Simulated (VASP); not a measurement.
Runs of VASP 6.6.1 on TaSi3. The structure is that of space group P4/mmm (No. 123), or close to it. The cells are those of the table. 

| task | cell | k mesh | cutoff (eV) | gap on the mesh (eV) | pressure (GPa) | largest force (eV/Å) |
| --- | --- | --- | --- | --- | --- | --- |
| single point | a = 2.671, b = 2.671, c = 8.792 Å, 4 atoms | 6 × 6 × 2 | 500 | none | -2.0 | (a) |
| single point | a = 2.821, b = 2.821, c = 7.582 Å, 4 atoms | 16 × 16 × 6 | 520 | none | 0.0 | 0.01 |
| relaxation of cell and atoms | relaxed from a = 2.671, b = 2.671, c = 8.792 Å, 4 atoms | 6 × 6 × 2 | 600 | - | 0.4 | 0.01 |
| single point | a = 2.819, b = 2.819, c = 7.552 Å, 4 atoms | 6 × 6 × 2 | 520 | none | 0.0 | 0.01 |

Alike in all rows: level PBE; potentials or basis VASP PAW PBE potentials, release 64 (Ta_pv, Si); no spin polarisation; smearing gaussian 0.1 eV.

**Question.** Estimate the missing entries.

**Answer.** (a) 1.07.

Caveats: some runs use coarse meshes; spin-orbit coupling is left out, which moves the levels of the heavy elements; forces of over 1 eV/Å act on the atoms, so gaps and moduli don't describe the material at rest (some runs); the bands computed are all filled at some k points, so no gap is given (some runs).

A k mesh can miss the band edges, and the runs leave out spin-orbit coupling on Ta.

A gap of «none» marks levels without a gap at the run's occupations.
